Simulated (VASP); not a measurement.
Os, 1 atom in the cell. The structure is tetragonal, space group I4/mmm (No. 139). The conventional cell has a = 2.751 Å, b = 2.751 Å, c = 3.929 Å, α = 90.00°, β = 90.00°, γ = 90.00°. Os (site symmetry 4/mmm) has 12 Os at 2.75 to 2.76 Å within 3.6 Å. This isn't the form of Os at room conditions, which is hcp. This cell differs from its parent crystal: zz strain of +1 %.

* Program: VASP 6.6.1
* Task: single point
* Functional: PBE
* Potentials or basis: VASP PAW PBE potentials, release 64 (Os)
* Cutoff: 520 eV
* k mesh: 14 × 14 × 14
* Occupations: fermi-dirac, width 0.05 eV
* Spin: no spin polarisation
* Dipole correction: no
* Further INCAR settings: ALGO = Normal; EDIFF = 1e-06; NBANDS = 10

Potentials or basis: VASP PAW PBE potentials, release 64 (Os).

Launch:

```console
$ cat potpaw_PBE.64/Os/POTCAR > POTCAR
$ mpirun -np 1 vasp_std > vasp.out
```

Hardware: 1 thread of Intel Xeon 8259CL (shared host).

Task: Estimate the wall time of this run.

Result: Run time: 45 s on 1 thread of Intel Xeon 8259CL (shared host), peak memory 0.17 GiB. Counts: scf iterations 12, k points 244.
